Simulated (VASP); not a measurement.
# CaO (Fm-3m) in VASP: notebook

The runs below take CaO through single point, relaxation of cell and atoms, with LDA.

Everything below comes from runs of VASP 6.6.1. Logs are shortened: lines on timing, memory, paths and dates and some standing lists are left out, and cuts for length are marked.

## (1) The cell of the first run

Symmetry: Fm-3m, No. 225, cubic system. The conventional cell has a = 4.807 Å, b = 4.807 Å, c = 4.807 Å, α = 90.00°, β = 90.00°, γ = 90.00°. Within 3.2 Å of Ca (site symmetry m-3m) lie 6 O at 2.40 Å. O (site symmetry m-3m) has 6 Ca at 2.40 Å within 3.2 Å.

## (2) Single point, LDA

Input file INCAR:

```
SYSTEM = CaO
ALGO = Normal
EDIFF = 1E-6
ENCUT = 600
GGA = CA
GGA_COMPAT = .False.
ISIF = 2
ISMEAR = 0
LASPH = .True.
LCHARG = .True.
LELF = .True.
LREAL = .False.
LVHAR = .True.
LWAVE = .False.
NBANDS = 15
NELM = 120
PREC = Accurate
SIGMA = 0.1
```

Input file KPOINTS:

```
k-points
0
Gamma
  6 6 6
  0 0 0
```

Input file POSCAR:

```
CaO
1.0
    0.0000000000      2.4035557000      2.4035557000
    2.4035557000      0.0000000000      2.4035557000
    2.4035557000      2.4035557000      0.0000000000
Ca O
1 1
Direct
    0.0000000000      0.0000000000      0.0000000000
    0.5000000000      0.5000000000      0.5000000000
```

Potentials or basis: VASP PAW LDA potentials, release 64 (Ca_sv, O).

Command:

```sh
cat potpaw_LDA.64/Ca_sv/POTCAR potpaw_LDA.64/O/POTCAR > POTCAR
mpirun -np 1 vasp_std > vasp.out
```

OUTCAR:

```text
SYSTEM = CaO
   EDIFF = 1E-6
   ENCUT = 600
   GGA = CA
   ISIF = 2
   ISMEAR = 0
   LASPH = .True.
   LREAL = .False.
   NELM = 120
   PREC = Accurate

 ion  position               nearest neighbor table
   1  0.000  0.000  0.000-   2 2.40   2 2.40   2 2.40   2 2.40   2 2.40   2 2.40
   2  0.500  0.500  0.500-   1 2.40   1 2.40   1 2.40   1 2.40   1 2.40   1 2.40

  LATTYP: Found a face centered cubic cell.
 ALAT       =     4.8071114000

  Lattice vectors:

 A1 = (   0.0000000000,   2.4035557000,   2.4035557000)
 A2 = (   2.4035557000,   0.0000000000,   2.4035557000)
 A3 = (   2.4035557000,   2.4035557000,   0.0000000000)

Analysis of symmetry for initial positions (statically):
=====================================================================
 Subroutine PRICEL returns:
 Original cell was already a primitive cell.

 Routine SETGRP: Setting up the symmetry group for a
 face centered cubic supercell.

 Subroutine GETGRP returns: Found 48 space group operations
 (whereof 48 operations were pure point group operations)
 out of a pool of 48 trial point group operations.

The static configuration has the point symmetry O_h .

Analysis of symmetry for dynamics (positions and initial velocities):
=====================================================================
 Subroutine PRICEL returns:
 Original cell was already a primitive cell.

 Routine SETGRP: Setting up the symmetry group for a
 face centered cubic supercell.

 Subroutine GETGRP returns: Found 48 space group operations
 (whereof 48 operations were pure point group operations)
 out of a pool of 48 trial point group operations.

The dynamic configuration has the point symmetry O_h .

 Subroutine INISYM returns: Found 48 space group operations
 (whereof 48 operations are pure point group operations),
 and found     1 'primitive' translations

----------------------------------------------------------------------------------------

                                     Primitive cell

  volume of cell :      27.7711

  direct lattice vectors                    reciprocal lattice vectors
     0.000000000  2.403555700  2.403555700    -0.208025135  0.208025135  0.208025135
     2.403555700  0.000000000  2.403555700     0.208025135 -0.208025135  0.208025135
     2.403555700  2.403555700  0.000000000     0.208025135  0.208025135 -0.208025135

  length of vectors
     3.399141069  3.399141069  3.399141069     0.360310104  0.360310104  0.360310104

  position of ions in fractional coordinates (direct lattice)
     0.000000000  0.000000000  0.000000000
     0.500000000  0.500000000  0.500000000

  ion indices of the primitive-cell ions
   primitive index   ion index
                 1           1
                 2           2

----------------------------------------------------------------------------------------

 KPOINTS: k-points

Automatic generation of k-mesh.
 Grid dimensions read from file:
 generate k-points for:    6    6    6

 Generating k-lattice:

  Cartesian coordinates                     Fractional coordinates (reciprocal lattice)
    -0.034670856  0.034670856  0.034670856     0.166666667  0.000000000  0.000000000
     0.034670856 -0.034670856  0.034670856     0.000000000  0.166666667  0.000000000
     0.034670856  0.034670856 -0.034670856     0.000000000  0.000000000  0.166666667

  Length of vectors
     0.060051684  0.060051684  0.060051684

  Shift w.r.t. Gamma in fractional coordinates (k-lattice)
     0.000000000  0.000000000  0.000000000

 Subroutine IBZKPT returns following result:
 ===========================================

 Found     16 irreducible k-points:

 Following reciprocal coordinates:
            Coordinates               Weight
  0.000000  0.000000  0.000000      1.000000
  0.166667  0.000000  0.000000      8.000000
  0.333333  0.000000  0.000000      8.000000
  0.500000  0.000000  0.000000      4.000000
  0.166667  0.166667  0.000000      6.000000
  0.333333  0.166667  0.000000     24.000000
[... 8 lines left out ...]
 -0.333333  0.333333  0.166667     24.000000
 -0.333333  0.500000  0.166667     12.000000
   k-points           NKPTS =     16   k-points in BZ     NKDIM =     16   number of bands    NBANDS=     15
   number of dos      NEDOS =    301   number of ions     NIONS =      2
   total plane-waves  NPLWV =  21952
   dimension x,y,z NGX =    28 NGY =   28 NGZ =   28
   dimension x,y,z NGXF=    56 NGYF=   56 NGZF=   56
   ions per type =               1   1
   NGX,Y,Z   is equivalent  to a cutoff of  13.69, 13.69, 13.69 a.u.
   NGXF,Y,Z  is equivalent  to a cutoff of  27.39, 27.39, 27.39 a.u.
 SYSTEM =  CaO
   PREC   = accura    normal or accurate (medium, high low for compatibility)
   ISTART =      0    job   : 0-new  1-cont  2-samecut
   ICHARG =      2    charge: 1-file 2-atom 10-const
   ISPIN  =      1    spin polarized calculation?
   LNONCOLLINEAR =      F non collinear calculations
   LSORBIT =      F    spin-orbit coupling
   LASPH  =      T    aspherical Exc in radial PAW
   ENCUT  =  600.0 eV  44.10 Ry    6.64 a.u.   6.79  6.79  6.79*2*pi/ulx,y,z
   NELM   =    120;   NELMIN=  2; NELMDL= -5     # of ELM steps
   EDIFF  = 0.1E-05   stopping-criterion for ELM
   LREAL  =      F    real-space projection
   EDIFFG = 0.1E-04   stopping-criterion for IOM
   NSW    =      0    number of steps for IOM
   IBRION =     -1    ionic relax: 0-MD 1-quasi-New 2-CG
   NFREE  =      0    steps in history (QN), initial steepest desc. (CG)
   ISIF   =      2    stress and relaxation
   ISYM   =      2    0-nonsym 1-usesym 2-fastsym
   POTIM  = 0.5000    time-step for ionic-motion
   TEBEG  =    0.0;   TEEND  =   0.0 temperature during run
   PSTRESS=    0.0 pullay stress
   NELECT =      16.0000    total number of electrons
   NUPDOWN=      -1.0000    fix difference up-down
   EMIN   =  10.00;   EMAX   =-10.00  energy-range for DOS
   EFERMI =   0.00;   METHOD = LEGACY
   ISMEAR =     0;   SIGMA  =   0.10  broadening in eV -4-tet -1-fermi 0-gaus
   EFERMI_NEDOS =   21; number of points for ismear=-14 and -15
   IALGO  =     38    algorithm
   IMIX   =      4    mixing-type and parameters
     AMIX     =   0.40;   BMIX     =  1.00
     AMIX_MAG =   1.60;   BMIX_MAG =  1.00
  volume/ion in A,a.u.               =      13.89        93.70
  Fermi-wavevector in a.u.,A,eV,Ry     =   1.362231  2.574243 25.247954  1.855672
  Thomas-Fermi vector in A             =   2.488738
   LORBIT       =      0    0 simple, 1 ext, 2 COOP (PROOUT), +10 PAW based schemes
   GGA     = CA    functional components
   LHFCALC =     F    Hartree Fock is set to
   AEXX    =    0.0000 exact exchange contribution
   IVDW    =     0    specifies the selected vdW correction
   LEPSILON=     F    determine dielectric tensor
   LRPA    =     F    only Hartree local field effects (RPA)
 non-spin polarized calculation
 Gauss-broadening in eV      SIGMA  =   0.10
  energy-cutoff  :      600.00
  volume of cell :       27.77
 maximum number of plane-waves:       941
   NGX = 13   NGY = 13   NGZ = 13

 number of electron      15.9999997 magnetization

 Free energy of the ion-electron system (eV)
  ---------------------------------------------------
  ext. energy  EPLUGINS =         0.00000000
  ---------------------------------------------------
  free energy    TOTEN  =       -14.19427861 eV

  energy without entropy =      -14.19427861  energy(sigma->0) =      -14.19427861

 E-fermi :   2.5339     XC(G=0): -11.0272

 val. band max:        2.0100008053   @ k =   0.0000   0.0000   0.0000
 cond. band min:       5.4699898539   @ k =   0.5000   0.5000   0.0000
 fundamental gap:      3.4599890486
 Fermi energy:         2.5339253218

 k-point     1 :       0.0000    0.0000    0.0000
  band No.  band energies     occupation
      1     -35.0517      2.00000
      2     -16.0997      2.00000
      3     -16.0997      2.00000
      4     -16.0997      2.00000
      5     -13.1973      2.00000
      6       2.0100      2.00000
      7       2.0100      2.00000
      8       2.0100      2.00000
      9       6.5701      0.00000
     10       8.1186      0.00000
     11       8.1186      0.00000
     12       8.1186      0.00000
     13       9.6781      0.00000
     14       9.6781      0.00000
     15      16.8211      0.00000

 k-point     2 :       0.1667    0.0000    0.0000
  band No.  band energies     occupation
      1     -35.0241      2.00000
      2     -16.4619      2.00000
      3     -16.1141      2.00000
      4     -16.1141      2.00000
      5     -12.8153      2.00000
      6       1.1248      2.00000
      7       1.6503      2.00000
      8       1.6503      2.00000
      9       7.6786      0.00000
     10       8.0959      0.00000
     11       8.5886      0.00000
     12       8.5886      0.00000
     13      10.3160      0.00000
     14      10.3160      0.00000
     15      17.7447      0.00000

 k-point     3 :       0.3333    0.0000    0.0000
  band No.  band energies     occupation
      1     -34.9682      2.00000
      2     -17.0260      2.00000
      3     -16.1426      2.00000
      4     -16.1426      2.00000
      5     -12.2064      2.00000
      6      -0.1637      2.00000
      7       1.0435      2.00000
      8       1.0435      2.00000
      9       8.4276      0.00000
     10       9.5896      0.00000
     11       9.6718      0.00000
     12       9.6718      0.00000
     13      11.6319      0.00000
     14      11.6319      0.00000
     15      17.0982      0.00000
[... 199 lines left out ...]
 k-point    15 :      -0.3333    0.3333    0.1667
  band No.  band energies     occupation
      1     -34.9145      2.00000
      2     -16.8728      2.00000
      3     -16.4496      2.00000
      4     -16.3048      2.00000
      5     -12.3859      2.00000
      6       0.2476      2.00000
      7       0.8982      2.00000
      8       0.9831      2.00000
      9       8.4244      0.00000
     10       8.4361      0.00000
     11      10.6604      0.00000
     12      11.0838      0.00000
     13      12.0998      0.00000
     14      14.7829      0.00000
     15      15.5163      0.00000

 k-point    16 :      -0.3333    0.5000    0.1667
  band No.  band energies     occupation
      1     -34.9062      2.00000
      2     -16.6422      2.00000
      3     -16.4990      2.00000
      4     -16.4431      2.00000
      5     -12.6374      2.00000
      6       0.7841      2.00000
      7       0.9133      2.00000
      8       1.1853      2.00000
      9       6.8892      0.00000
     10       9.5844      0.00000
     11      10.3285      0.00000
     12      11.5501      0.00000
     13      11.7026      0.00000
     14      14.7906      0.00000
     15      15.4093      0.00000

------------------------ aborting loop because EDIFF is reached ----------------------------------------

  FORCE on cell =-STRESS in cart. coord.  units (eV):
  Direction    XX          YY          ZZ          XY          YZ          ZX
  --------------------------------------------------------------------------------------
  -------------------------------------------------------------------------------------
  Total       -1.1057326     -1.1057326     -1.1057326      0.0000000      0.0000000     -0.0000000
  in kB      -63.7922815    -63.7922815    -63.7922815      0.0000000      0.0000000     -0.0000000
  external PRESSURE =     -63.7922815 kB  Pullay stress =       0.0000000 kB

 VOLUME and BASIS-vectors are now :
 -----------------------------------------------------------------------------
  energy-cutoff  :      600.00
  volume of cell :       27.77
      direct lattice vectors                 reciprocal lattice vectors
     0.000000000  2.403555700  2.403555700    -0.208025135  0.208025135  0.208025135
     2.403555700  0.000000000  2.403555700     0.208025135 -0.208025135  0.208025135
     2.403555700  2.403555700  0.000000000     0.208025135  0.208025135 -0.208025135

 POSITION                                       TOTAL-FORCE (eV/Angst)
 -----------------------------------------------------------------------------------
      0.00000      0.00000      0.00000         0.000000      0.000000     -0.000000
      2.40356      2.40356      2.40356         0.000000      0.000000      0.000000
 -----------------------------------------------------------------------------------
    total drift:                                0.000000      0.000000      0.000000

  FREE ENERGIE OF THE ION-ELECTRON SYSTEM (eV)
  ---------------------------------------------------
  free  energy   TOTEN  =       -14.1942786109 eV

  energy  without entropy=      -14.1942786109  energy(sigma->0) =      -14.19427861
```

It took 16 s on 1 thread of Intel Xeon 8259CL, shared host; peak memory 0.14 GiB.

Results:

```yaml
Free_energy: -14.1943 eV
Pressure: -6.4 GPa
Band_gap_on_the_k_mesh: 3.46 eV (least direct gap 3.84 eV)
```

Caveat: the cell stands under tension. A k mesh can miss the band edges.

## (3) Single point, LDA

This run uses another cell than the first one, of 13.04 Å³/atom.

Input file INCAR:

```
PREC = Accurate ; ENCUT = 600
EDIFF = 1E-6 ; ISMEAR = 0
SIGMA = 0.02 ; LREAL = False
LASPH = True ; NELM = 120
ALGO = Normal ; ISIF = 2
LWAVE = False ; LCHARG = False
NBANDS = 15 ; GGA_COMPAT = False
```

Input file KPOINTS:

```
regular mesh
0
Gamma
  8 8 8
```

Input file POSCAR:

```
CaO
1.0
    0.0000000000      2.3539534081      2.3539534081
    2.3539534081      0.0000000000      2.3539534081
    2.3539534081      2.3539534081      0.0000000000
Ca O
1 1
Direct
    0.0000000000      0.0000000000      0.0000000000
    0.5000000000      0.5000000000      0.5000000000
```

Potentials or basis: VASP PAW LDA potentials, release 64 (Ca_sv, O).

Command:

```sh
cat potpaw_LDA.64/Ca_sv/POTCAR potpaw_LDA.64/O/POTCAR > POTCAR
mpirun -np 1 vasp_std > vasp.out
```

Wall time 23 s (1 thread of Intel Xeon 8259CL, shared host); peak memory 0.15 GiB.

It converged, with:

```
Free energy            : -14.2231 eV
Pressure               : 0.8 GPa
Band gap on the k mesh : 3.42 eV (least direct gap 3.78 eV)
```

Levels at points of the mesh, in eV from the valence-band top:
```csv
k point,band 4,band 5,band 6,band 7,band 8,band 9,band 10,band 11,band 12,band 13
"(0.00, 0.00, 0.00)",-17.82,-15.33,0.00,0.00,0.00,5.08,6.25,6.25,6.25,7.92
"(0.50, 0.00, 0.00)",-17.88,-13.79,-2.86,-1.36,-1.36,7.24,8.64,8.64,8.79,10.96
"(0.50, 0.50, 0.00)",-18.11,-15.09,-1.27,-0.36,-0.36,3.42,8.49,9.23,9.96,9.96
```

A k mesh can miss the band edges.

## (4) Single point, LDA

This run uses another cell than the first one, of 13.04 Å³/atom.

Input file INCAR:

```
SYSTEM = CaO
ALGO = Normal ; EDIFF = 1E-6
ENCUT = 600 ; GGA = CA
GGA_COMPAT = .False. ; ISIF = 2
ISMEAR = 0 ; LASPH = .True.
LCHARG = .True. ; LELF = .True.
LREAL = .False. ; LVHAR = .True.
LWAVE = .False. ; NBANDS = 15
NELM = 120 ; PREC = Accurate
SIGMA = 0.02
```

Input file KPOINTS:

```
k-points
0
Gamma
  8 8 8
  0 0 0
```

POSCAR is that of step 3.

Command:

```sh
cat potpaw_LDA.64/Ca_sv/POTCAR potpaw_LDA.64/O/POTCAR > POTCAR
mpirun -np 1 vasp_std > vasp.out
```

It took 24 s on 1 thread of Intel Xeon 8259CL, shared host; peak memory 0.15 GiB.

It converged, with:

```yaml
Free_energy: -14.2231 eV
Pressure: 0.8 GPa
Band_gap_on_the_k_mesh: 3.42 eV (least direct gap 3.78 eV)
```

Levels at points of the mesh, in eV from the valence-band top:
```tsv
k point	band 6	band 7	band 8	band 9	band 10	band 11
(0.00, 0.00, 0.00)	0.00	0.00	0.00	5.08	6.25	6.25
(0.50, 0.00, 0.00)	-2.86	-1.36	-1.36	7.24	8.64	8.64
(0.50, 0.50, 0.00)	-1.27	-0.36	-0.36	3.42	8.49	9.23
```

A k mesh can miss the band edges.

[end of part 1 of 2]
